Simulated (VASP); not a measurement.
Here is a VASP 6.6.1 calculation.

INCAR

```
SYSTEM = ZnS
  ALGO = Normal
  EDIFF = 1E-6
  ENCUT = 520
  GGA = RE
  ISIF = 2
  ISMEAR = -1
  LASPH = .True.
  LCHARG = .False.
  LREAL = .False.
  LWAVE = .False.
  NBANDS = 26
  NELM = 100
  PREC = Accurate
  SIGMA = 0.05
```

Contents of KPOINTS:

```
k-points
0
Gamma
  5 5 3
  0 0 0
```

POSCAR

```
ZnS
1.0
    3.8110000000      0.0000000000      0.0000000000
   -1.9055000000      3.3004228138      0.0000000000
    0.0000000000      0.0000000000      6.2340000000
Zn S
2 2
Direct
    0.6666666667      0.3333333333      0.5000000000
    0.3333333333      0.6666666667      0.0000000000
    0.6666666667      0.3333333333      0.8850000000
    0.3333333333      0.6666666667      0.3850000000
```

Potentials or basis: VASP PAW PBE potentials, release 64 (Zn, S).

The run is started by

```console
$ cat potpaw_PBE.64/Zn/POTCAR potpaw_PBE.64/S/POTCAR > POTCAR
$ mpirun -np 1 vasp_std > vasp.out
```

(1) Predict the largest force.

(2) Predict the pressure.

(3) Estimate the band gap on the k mesh.

Results:

(1) 0.331 eV/Å.

(2) 4.4 GPa.

(3) 2.38 eV, direct.

Caveat: the PAW data sets were made with another functional, which shifts forces and pressure a little.
